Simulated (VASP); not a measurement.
NiMoIrPdW: single point with LDA

NiMoIrPdW:

```
Ni Mo Pd Ir W
1.0
     2.76078    0.00000    0.00000
    -1.38039    2.39090    0.00000
     0.00000    0.00000   11.34051
Ni Mo Pd Ir W
1 1 1 1 1
Direct
  0.00000 0.00000 0.70917
  0.66667 0.33333 0.29425
  0.66667 0.33333 0.89901
  0.00000 0.00000 0.10604
  0.66667 0.33333 0.52921
```

| Property | Result |
| --- | --- |
| Program | VASP 6.6.1 |
| Task | single point |
| Functional | LDA |
| Potentials or basis | VASP PAW LDA potentials, release 64 (Ni, Mo_sv, Pd, Ir, W_sv) |
| Cutoff | 520 eV |
| k mesh | 8 × 8 × 2 |
| Occupations | fermi-dirac, width 0.05 eV |
| Spin | collinear spin, ferromagnetic start |
| Starting moments | [1.0, 1.0, 0.0, 0.6, 0.0] μB |

* Pressure: -13.0 GPa
* Largest force: 0.286 eV/Å
* Net moment: 0.00 μB per cell
* Valence electrons inside the program's atomic spheres: Ni 9.22; Mo 12.57; Pd 9.46; Ir 8.31; W 12.11

Forces on the atoms (eV/Å):
```
Ni   0.000  0.000 -0.065
Mo   0.000  0.000 -0.011
Pd   0.000  0.000 -0.001
Ir   0.000  0.000 -0.210
W    0.000  0.000  0.286
```

Stress tensor (GPa, compression positive):
```
-12.89   0.00   0.00
  0.00 -12.89   0.00
  0.00   0.00 -13.23
```

Levels at points of the mesh, in eV from the Fermi level:
Spin up:
```csv
k point,band 24,band 25,band 26,band 27,band 28,band 29,band 30,band 31,band 32,band 33
"(0.00, 0.00, 0.00)",-1.60,-1.43,-1.43,-0.89,-0.87,-0.87,-0.10,-0.10,0.12,0.25
"(0.50, 0.00, 0.00)",-0.51,-0.46,-0.37,-0.02,0.93,1.00,1.21,2.05,2.14,2.81
"(0.50, 0.50, 0.00)",-0.51,-0.46,-0.37,-0.02,0.93,1.00,1.21,2.05,2.14,2.81
"(0.00, 0.00, 0.50)",-1.60,-1.36,-1.36,-1.05,-0.95,-0.95,0.00,0.00,0.19,0.19
"(0.50, 0.00, 0.50)",-0.46,-0.36,-0.02,0.18,0.84,0.96,1.27,1.30,2.59,2.73
"(0.50, 0.50, 0.50)",-0.46,-0.36,-0.02,0.18,0.84,0.96,1.27,1.30,2.59,2.73
```
Spin down:
```tsv
k point	band 26	band 27	band 28	band 29	band 30	band 31
(0.00, 0.00, 0.00)	-1.43	-0.89	-0.87	-0.87	-0.10	-0.10
(0.50, 0.00, 0.00)	-0.37	-0.02	0.93	1.00	1.21	2.05
(0.50, 0.50, 0.00)	-0.37	-0.02	0.93	1.00	1.21	2.05
(0.00, 0.00, 0.50)	-1.36	-1.05	-0.95	-0.95	0.00	0.00
(0.50, 0.00, 0.50)	-0.02	0.18	0.84	0.96	1.27	1.30
(0.50, 0.50, 0.50)	-0.02	0.18	0.84	0.96	1.27	1.30
```

Run time: 14 min on 1 thread of AMD EPYC 7R43 64-Core Processor (Zen 3), on a shared host, peak memory 0.32 GiB.

Caveat: the cell stands under tension; spin-orbit coupling is left out, which moves the levels of the heavy elements.
